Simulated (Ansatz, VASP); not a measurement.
## Two plane-wave programs on SiC

```xyz
2
Lattice="0.0000 2.1646 2.1646 2.1646 0.0000 2.1646 2.1646 2.1646 0.0000" Properties=species:S:1:pos:R:3 pbc="T T T"
Si    3.2468    3.2468    3.2468
C     0.0000    0.0000    0.0000
```

Alike in both runs: functional LDA; k mesh 10 × 10 × 10; occupations gaussian, width 0.02 eV; no spin polarisation.

Ansatz relaxed the structure, and its values are those at the end. VASP's run is a single point on that final structure, the one shown.

|  | VASP | Ansatz |
| --- | --- | --- |
| version | VASP 6.6.1 | Ansatz 0.2.0 |
| potentials or method | VASP PAW LDA potentials, release 64 (Si, C), cutoff 520 eV | scalar-relativistic, plane waves, PAW |
| valence electrons in the cell | 8 | 8 |

Ansatz gave:

| Property | Result |
| --- | --- |
| gap on the k mesh at the Fermi level (eV) | 1.30 |
| least direct gap on the mesh (eV) | 4.53 |
| pressure (GPa) | 0.0 |

Q: Estimate VASP's values.

A: gap on the k mesh at the Fermi level (eV): 1.29; least direct gap on the mesh (eV): 4.52; pressure (GPa): 0.4.

LDA's correlation is that of Perdew and Zunger in VASP and of Perdew and Wang (1992) in Ansatz.
